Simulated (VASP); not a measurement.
# CdAg4 in VASP: further runs

The runs below take CdAg4 through single point, with LDA.

All numbers are computed with VASP 6.6.1; they aren't measurements. Logs are shortened: lines on timing, memory, paths and dates and some standing lists are left out, and cuts for length are marked.

## Step 1: The cell of the first run

The cell holds a slab with vacuum, 5 atoms: a = 2.828 Å, b = 2.828 Å, c = 25.238 Å, α = 90.00°, β = 90.00°, γ = 120.00°.

## Step 2: Single point, LDA

Contents of INCAR:

```
SYSTEM = CdAg4
ALGO = Normal ; DIPOL = 0.5 0.5 0.500
EDIFF = 1E-6 ; ENCUT = 520
IDIPOL = 3 ; ISIF = 2
ISMEAR = -1 ; LASPH = .True.
LCHARG = .False. ; LDIPOL = .True.
LREAL = .False. ; LWAVE = .False.
NBANDS = 36 ; NELM = 60
PREC = Accurate ; SIGMA = 0.05
```

Contents of KPOINTS:

```
k-points
0
Gamma
  13 13 1
  0 0 0
```

Contents of POSCAR:

```
CdAg4
1.0
    2.8284417091      0.0000000000      0.0000000000
   -1.4142208546      2.4495023732      0.0000000000
    0.0000000000      0.0000000000     25.2377000000
Cd Ag
1 4
Direct
    0.8333333333      0.1666666667      0.3170187853
    0.1666666667      0.8333333333      0.4083699060
    0.5000000000      0.5000000000      0.5000000003
    0.8333333333      0.1666666667      0.5916300942
    0.1666666667      0.8333333333      0.6829812142
```

Potentials or basis: VASP PAW LDA potentials, release 64 (Cd, Ag).

On the command line:

```console
> cat potpaw_LDA.64/Cd/POTCAR potpaw_LDA.64/Ag/POTCAR > POTCAR
> mpirun -np 1 vasp_std > vasp.out
```

OUTCAR:

```text
SYSTEM = CdAg4
   EDIFF = 1E-6
   ENCUT = 520
   ISIF = 2
   ISMEAR = -1
   LASPH = .True.
   LREAL = .False.
   NELM = 60
   PREC = Accurate

 ion  position               nearest neighbor table
   1  0.833  0.167  0.317-   2 2.83   2 2.83   2 2.83
   2  0.167  0.833  0.408-   1 2.83   1 2.83   1 2.83   3 2.83   3 2.83   3 2.83
   3  0.500  0.500  0.500-   4 2.83   4 2.83   4 2.83   2 2.83   2 2.83   2 2.83
   4  0.833  0.167  0.592-   5 2.83   5 2.83   5 2.83   3 2.83   3 2.83   3 2.83
   5  0.167  0.833  0.683-   4 2.83   4 2.83   4 2.83

  LATTYP: Found a hexagonal cell.
 ALAT       =     2.8284417091
 C/A-ratio  =     8.9228283966

  Lattice vectors:

 A1 = (   2.8284417091,   0.0000000000,   0.0000000000)
 A2 = (  -1.4142208546,   2.4495023732,   0.0000000000)
 A3 = (   0.0000000000,   0.0000000000,  25.2377000000)

Analysis of symmetry for initial positions (statically):
=====================================================================
 Subroutine PRICEL returns:
 Original cell was already a primitive cell.

 Routine SETGRP: Setting up the symmetry group for a
 hexagonal supercell.

 Subroutine GETGRP returns: Found  6 space group operations
 (whereof  2 operations were pure point group operations)
 out of a pool of 24 trial point group operations.

The static configuration has the point symmetry C_1h.
 The point group associated with its full space group is C_3v.

Analysis of symmetry for dynamics (positions and initial velocities):
=====================================================================
 Subroutine PRICEL returns:
 Original cell was already a primitive cell.

 Routine SETGRP: Setting up the symmetry group for a
 hexagonal supercell.

 Subroutine GETGRP returns: Found  6 space group operations
 (whereof  2 operations were pure point group operations)
 out of a pool of 24 trial point group operations.

The dynamic configuration has the point symmetry C_1h.
 The point group associated with its full space group is C_3v.

 Subroutine INISYM returns: Found  6 space group operations
 (whereof  2 operations are pure point group operations),
 and found     1 'primitive' translations

----------------------------------------------------------------------------------------

                                     Primitive cell

  volume of cell :     174.8537

  direct lattice vectors                    reciprocal lattice vectors
     2.828441709  0.000000000  0.000000000     0.353551568  0.204123093  0.000000000
    -1.414220855  2.449502373  0.000000000     0.000000000  0.408246185  0.000000000
     0.000000000  0.000000000 25.237700000     0.000000000  0.000000000  0.039623262

  length of vectors
     2.828441709  2.828441709 25.237700000     0.408246185  0.408246185  0.039623262

  position of ions in fractional coordinates (direct lattice)
     0.833333333  0.166666667  0.317018785
     0.166666667  0.833333333  0.408369906
     0.500000000  0.500000000  0.500000000
     0.833333333  0.166666667  0.591630094
     0.166666667  0.833333333  0.682981214

  ion indices of the primitive-cell ions
   primitive index   ion index
                 1           1
                 2           2
                 3           3
                 4           4
                 5           5

----------------------------------------------------------------------------------------

 KPOINTS: k-points

Automatic generation of k-mesh.
 Grid dimensions read from file:
 generate k-points for:   13   13    1

 Generating k-lattice:

  Cartesian coordinates                     Fractional coordinates (reciprocal lattice)
     0.027196274  0.015701776  0.000000000     0.076923077  0.000000000  0.000000000
     0.000000000  0.031403553  0.000000000     0.000000000  0.076923077  0.000000000
     0.000000000  0.000000000  0.039623262     0.000000000  0.000000000  1.000000000

  Length of vectors
     0.031403553  0.031403553  0.039623262

  Shift w.r.t. Gamma in fractional coordinates (k-lattice)
     0.000000000  0.000000000  0.000000000

 Subroutine IBZKPT returns following result:
 ===========================================

 Found     21 irreducible k-points:

 Following reciprocal coordinates:
            Coordinates               Weight
  0.000000  0.000000  0.000000      1.000000
  0.076923  0.000000  0.000000      6.000000
  0.153846  0.000000  0.000000      6.000000
  0.230769  0.000000  0.000000      6.000000
  0.307692  0.000000  0.000000      6.000000
  0.384615  0.000000  0.000000      6.000000
[... 13 lines left out ...]
  0.384615  0.230769  0.000000      6.000000
  0.307692  0.307692  0.000000      6.000000
   k-points           NKPTS =     21   k-points in BZ     NKDIM =     21   number of bands    NBANDS=     36
   number of dos      NEDOS =    301   number of ions     NIONS =      5
   total plane-waves  NPLWV = 110592
   dimension x,y,z NGX =    24 NGY =   24 NGZ =  192
   dimension x,y,z NGXF=    48 NGYF=   48 NGZF=  384
   ions per type =               1   4
   NGX,Y,Z   is equivalent  to a cutoff of  14.11, 14.11, 12.65 a.u.
   NGXF,Y,Z  is equivalent  to a cutoff of  28.21, 28.21, 25.29 a.u.
 SYSTEM =  CdAg4
   PREC   = accura    normal or accurate (medium, high low for compatibility)
   ISTART =      0    job   : 0-new  1-cont  2-samecut
   ICHARG =      2    charge: 1-file 2-atom 10-const
   ISPIN  =      1    spin polarized calculation?
   LNONCOLLINEAR =      F non collinear calculations
   LSORBIT =      F    spin-orbit coupling
   LASPH  =      T    aspherical Exc in radial PAW
   ENCUT  =  520.0 eV  38.22 Ry    6.18 a.u.   5.26  5.26 46.93*2*pi/ulx,y,z
   NELM   =     60;   NELMIN=  2; NELMDL= -5     # of ELM steps
   EDIFF  = 0.1E-05   stopping-criterion for ELM
   LREAL  =      F    real-space projection
   EDIFFG = 0.1E-04   stopping-criterion for IOM
   NSW    =      0    number of steps for IOM
   IBRION =     -1    ionic relax: 0-MD 1-quasi-New 2-CG
   NFREE  =      0    steps in history (QN), initial steepest desc. (CG)
   ISIF   =      2    stress and relaxation
   ISYM   =      2    0-nonsym 1-usesym 2-fastsym
   POTIM  = 0.5000    time-step for ionic-motion
   TEBEG  =    0.0;   TEEND  =   0.0 temperature during run
   PSTRESS=    0.0 pullay stress
   NELECT =      56.0000    total number of electrons
   NUPDOWN=      -1.0000    fix difference up-down
   EMIN   =  10.00;   EMAX   =-10.00  energy-range for DOS
   EFERMI =   0.00;   METHOD = LEGACY
   ISMEAR =    -1;   SIGMA  =   0.05  broadening in eV -4-tet -1-fermi 0-gaus
   EFERMI_NEDOS =   21; number of points for ismear=-14 and -15
   IALGO  =     38    algorithm
   IMIX   =      4    mixing-type and parameters
     AMIX     =   0.40;   BMIX     =  1.00
     AMIX_MAG =   1.60;   BMIX_MAG =  1.00
  volume/ion in A,a.u.               =      34.97       235.99
  Fermi-wavevector in a.u.,A,eV,Ry     =   1.120072  2.116629 17.069338  1.254561
  Thomas-Fermi vector in A             =   2.256716
   LORBIT       =      0    0 simple, 1 ext, 2 COOP (PROOUT), +10 PAW based schemes
   GGA     = CA    functional components
   LHFCALC =     F    Hartree Fock is set to
   AEXX    =    0.0000 exact exchange contribution
   IVDW    =     0    specifies the selected vdW correction
   LEPSILON=     F    determine dielectric tensor
   LRPA    =     F    only Hartree local field effects (RPA)
 non-spin polarized calculation
  energy-cutoff  :      520.00
  volume of cell :      174.85
 maximum number of plane-waves:      4736
 NGX is ok and might be reduce to    24
   NGX = 11   NGY = 11   NGZ = 93

 dipolmoment           0.000000      0.000000     -0.308395 electrons x Angstroem

 number of electron      56.0000006 magnetization

 dipolmoment           0.000000      0.000000      0.010211 electrons x Angstroem

 Free energy of the ion-electron system (eV)
  ---------------------------------------------------
  ext. energy  EPLUGINS =         0.00000000
  ---------------------------------------------------
  free energy    TOTEN  =       -15.89514165 eV

  energy without entropy =      -15.87631484  energy(sigma->0) =      -15.88572825

 E-fermi :   1.2466     XC(G=0):  -6.7000

 val. band max:        1.2365654381   @ k =   0.4615   0.0769   0.0000
 cond. band min:       1.3350747938   @ k =   0.0769   0.0000   0.0000
 fundamental gap:      0.0985093557
 Fermi energy:         1.2466215676

 k-point     1 :       0.0000    0.0000    0.0000
  band No.  band energies     occupation
      1      -8.9223      2.00000
      2      -8.0925      2.00000
      3      -8.0925      2.00000
      4      -7.3929      2.00000
      5      -7.2076      2.00000
      6      -7.2076      2.00000
[... 28 lines left out ...]
     35       7.3680      0.00000
     36       7.6646      0.00000

 k-point     2 :       0.0769    0.0000    0.0000
  band No.  band energies     occupation
      1      -8.8247      2.00000
      2      -8.1274      2.00000
      3      -8.0194      2.00000
      4      -7.4140      2.00000
      5      -7.2213      2.00000
      6      -7.1289      2.00000
[... 28 lines left out ...]
     35       7.5037      0.00000
     36       7.7986      0.00000

 k-point     3 :       0.1538    0.0000    0.0000
  band No.  band energies     occupation
      1      -8.6337      2.00000
      2      -8.1659      2.00000
      3      -7.8122      2.00000
      4      -7.6067      2.00000
      5      -7.2594      2.00000
      6      -6.7285      2.00000
[... 28 lines left out ...]
     35       7.9185      0.00000
     36       8.2038      0.00000

 k-point     4 :       0.2308    0.0000    0.0000
  band No.  band energies     occupation
      1      -8.6535      2.00000
      2      -7.9943      2.00000
      3      -7.8748      2.00000
      4      -7.5095      2.00000
      5      -7.3113      2.00000
      6      -6.0535      2.00000
[... 28 lines left out ...]
     35       8.6224      0.00000
     36       8.8813      0.00000

 k-point     5 :       0.3077    0.0000    0.0000
  band No.  band energies     occupation
      1      -8.8210      2.00000
      2      -8.1349      2.00000
      3      -7.7469      2.00000
      4      -7.3761      2.00000
      5      -7.1602      2.00000
      6      -5.4264      2.00000
[... 538 lines left out ...]
 k-point    19 :       0.3077    0.2308    0.0000
  band No.  band energies     occupation
      1      -8.4048      2.00000
      2      -8.2469      2.00000
      3      -7.7684      2.00000
      4      -7.6829      2.00000
      5      -7.3011      2.00000
      6      -5.0062      2.00000
[... 28 lines left out ...]
     35       7.8641      0.00000
     36       8.2954      0.00000

 k-point    20 :       0.3846    0.2308    0.0000
  band No.  band energies     occupation
      1      -8.4130      2.00000
      2      -8.2502      2.00000
      3      -7.8114      2.00000
      4      -7.4990      2.00000
      5      -7.4297      2.00000
      6      -5.0422      2.00000
[... 28 lines left out ...]
     35       7.7119      0.00000
     36       7.9180      0.00000

 k-point    21 :       0.3077    0.3077    0.0000
  band No.  band energies     occupation
      1      -8.1863      2.00000
      2      -8.1246      2.00000
      3      -7.9019      2.00000
      4      -7.7382      2.00000
      5      -7.4884      2.00000
      6      -4.8426      2.00000
[... 28 lines left out ...]
     35       7.0142      0.00000
     36       7.6618      0.00000

------------------------ aborting loop because EDIFF is reached ----------------------------------------

 vacuum level on the upper side and lower side of the slab       (xc-potential included)        -0.093        -0.351

  FORCE on cell =-STRESS in cart. coord.  units (eV):
  Direction    XX          YY          ZZ          XY          YZ          ZX
  --------------------------------------------------------------------------------------
  -------------------------------------------------------------------------------------
  Total        0.5232286      0.5232286      1.2627050     -0.0000000     -0.0000000     -0.0000000
  in kB        4.7943223      4.7943223     11.5701136     -0.0000000     -0.0000000     -0.0000000
  external PRESSURE =       7.0529194 kB  Pullay stress =       0.0000000 kB

 VOLUME and BASIS-vectors are now :
 -----------------------------------------------------------------------------
  energy-cutoff  :      520.00
  volume of cell :      174.85
      direct lattice vectors                 reciprocal lattice vectors
     2.828441709  0.000000000  0.000000000     0.353551568  0.204123093  0.000000000
    -1.414220855  2.449502373  0.000000000     0.000000000  0.408246185  0.000000000
     0.000000000  0.000000000 25.237700000     0.000000000  0.000000000  0.039623262

 POSITION                                       TOTAL-FORCE (eV/Angst)
 -----------------------------------------------------------------------------------
      2.12133      0.40825      8.00082        -0.000000     -0.000000     -0.617736
     -0.70711      2.04125     10.30632        -0.000000      0.000000      0.616518
      0.70711      1.22475     12.61885         0.000000     -0.000000     -0.001548
      2.12133      0.40825     14.93138        -0.000000      0.000000      0.064813
     -0.70711      2.04125     17.23687         0.000000     -0.000000     -0.062047
 -----------------------------------------------------------------------------------
    total drift:                               -0.000000      0.000000      0.000652

  FREE ENERGIE OF THE ION-ELECTRON SYSTEM (eV)
  ---------------------------------------------------
  free  energy   TOTEN  =       -15.8951416511 eV

  energy  without entropy=      -15.8763148436  energy(sigma->0) =      -15.88572825

 vacuum level on the upper side and lower side of the slab         5.940         5.667
```

It took 2.5 min on 1 thread of Intel Xeon 6975P-C (Granite Rapids), shared host; peak memory 0.32 GiB.

Results:

- Free energy: -15.8951 eV
- Largest force: 0.618 eV/Å
- Band gap on the k mesh: zero (bands 28 and 29 overlap by 5.87 eV)

Forces in eV/Å, atoms in the order of the input:
```
Cd   0.000  0.000 -0.618
Ag   0.000  0.000  0.617
Ag   0.000  0.000 -0.002
Ag   0.000  0.000  0.065
Ag   0.000  0.000 -0.062
```

## Step 3: Single point, LDA

Contents of INCAR:

```
ALGO = Normal
DIPOL = 0.5 0.5 0.500
EDIFF = 1E-7
ENCUT = 520
IDIPOL = 3
ISIF = 2
ISMEAR = -1
LASPH = True
LCHARG = False
LDIPOL = True
LREAL = False
LWAVE = False
NBANDS = 36
NELM = 80
PREC = Accurate
SIGMA = 0.05
```

Contents of KPOINTS:

```
k-points
0
Gamma
  13 13 1
```

POSCAR is that of step 2.

Potentials or basis: VASP PAW LDA potentials, release 64 (Cd, Ag).

On the command line:

```console
> cat potpaw_LDA.64/Cd/POTCAR potpaw_LDA.64/Ag/POTCAR > POTCAR
> mpirun -np 1 vasp_std > vasp.out
```

It took 3.8 min on 1 thread of Intel Xeon 6975P-C (Granite Rapids), shared host; peak memory 0.32 GiB.

The run converged. Its results:

| Property | Result |
| --- | --- |
| Free energy | -15.8951 eV |
| Largest force | 0.618 eV/Å |
| Band gap on the k mesh | zero (bands 28 and 29 overlap by 5.87 eV) |

Forces on the atoms (eV/Å):
```
Cd   0.000  0.000 -0.618
Ag   0.000  0.000  0.617
Ag   0.000  0.000 -0.002
Ag   0.000  0.000  0.065
Ag   0.000  0.000 -0.062
```

Levels at points of the mesh, in eV from the Fermi level:
```tsv
k point	band 25	band 26	band 27	band 28	band 29	band 30	band 31	band 32
(0.00, 0.00, 0.00)	-3.51	-3.44	-3.44	-3.05	-3.05	-1.72	-0.29	3.72
```

The gap in the log of VASP goes by the Fermi energy; the results here count the filled bands.